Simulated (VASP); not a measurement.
Set up this calculation in VASP 6.6.1, as the native input.

| Property | Result |
| --- | --- |
| Task | single point |
| Functional | PBE |
| Potentials or basis | VASP PAW PBE potentials, release 64 (Pt) |
| Cutoff | 520 eV |
| k mesh | 22 × 22 × 22 |
| Occupations | gaussian, width 0.15 eV |
| Spin | no spin polarisation |
| Dipole correction | no |
| Further INCAR settings | ALGO = Fast; EDIFF = 1e-07; NBANDS = 11 |

The structure of Pt lies in POSCAR:

```
Pt
1.0
    0.0000000000      1.9305763981      1.9305763981
    1.9305763981      0.0000000000      1.9305763981
    1.9305763981      1.9305763981      0.0000000000
Pt
1
Direct
    0.0000000000      0.0000000000      0.0000000000
```

This cell differs from its parent crystal: volume 14.391 Å^3 an atom, c/a of the conventional cell 1.0000.

One way to write it, as run:

INCAR

```
SYSTEM = Pt
PREC = Accurate ; ENCUT = 520
EDIFF = 1E-7 ; ISMEAR = 0
SIGMA = 0.15 ; LREAL = .FALSE.
LASPH = .TRUE. ; NELM = 100
ALGO = Fast ; ISIF = 2
LWAVE = .FALSE. ; LCHARG = .FALSE.
GGA = PE ; NBANDS = 11
```

KPOINTS

```
regular mesh
0
G
  22 22 22
  0 0 0
```

Potentials or basis: VASP PAW PBE potentials, release 64 (Pt).

Run with:

```console
$ cat potpaw_PBE.64/Pt/POTCAR > POTCAR
$ mpirun -np 1 vasp_std > vasp.out
```

It gave:

| Quantity | Value |
| --- | --- |
| Pressure | 25.5 GPa |
| Band gap on the k mesh | zero (band 5 reaches 12.74 eV, above the bottom of band 6 at 10.31 eV) |

Caveat: spin-orbit coupling is left out, which moves the levels of the heavy elements.

It took 37 s on 1 thread of Intel(R) Xeon(R) Platinum 8375C CPU @ 2.90GHz (Ice Lake), on a shared host, peak memory 0.17 GiB.
